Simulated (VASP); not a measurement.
Write the native input for VASP 6.6.1 that does the following.

| Property | Result |
| --- | --- |
| Task | single point |
| Functional | PBE |
| Dispersion | D3(BJ) |
| Potentials or basis | VASP PAW PBE potentials, release 64 (C) |
| Cutoff | 520 eV |
| k mesh | 15 × 15 × 15 |
| Occupations | gaussian, width 0.05 eV |
| Spin | no spin polarisation |
| Dipole correction | no |
| Further INCAR settings | ALGO = Normal; EDIFF = 1e-07; NBANDS = 11 |

The structure of C lies in POSCAR:

```
C
1.0
    1.2427282054      0.7174894639      3.3892873547
   -1.2427282054      0.7174894639      3.3892873547
    0.0000000000     -1.4349789278      3.3892873547
C
2
Direct
    0.1760162971      0.1760162971      0.1760162971
    0.8239837029      0.8239837029      0.8239837029
```

The input as run:

INCAR

```
ALGO = Normal ; EDIFF = 1E-7
ENCUT = 520 ; GGA = PE
ISIF = 2 ; ISMEAR = 0
IVDW = 12 ; LASPH = T
LCHARG = F ; LREAL = F
LWAVE = F ; NBANDS = 11
NELM = 100 ; PREC = Accurate
SIGMA = 0.05
```

KPOINTS

```
k-points
0
Gamma
  15 15 15
```

Potentials or basis: VASP PAW PBE potentials, release 64 (C).

Run with:

```bash
$ cat potpaw_PBE.64/C/POTCAR > POTCAR
$ mpirun -np 1 vasp_std > vasp.out
```

Results of the run:

| Property | Result |
| --- | --- |
| Pressure | -8.2 GPa |
| Largest force | 3.186 eV/Å |
| Band gap on the k mesh | 0.39 eV, direct |
| Dispersion energy per atom | -0.154 eV |

Caveat: forces of over 1 eV/Å act on the atoms, so gaps and moduli don't describe the material at rest.

It took 71 s on 1 thread of Intel(R) Xeon(R) Platinum 8488C (Sapphire Rapids), with other jobs on the host, peak memory 0.2 GiB.
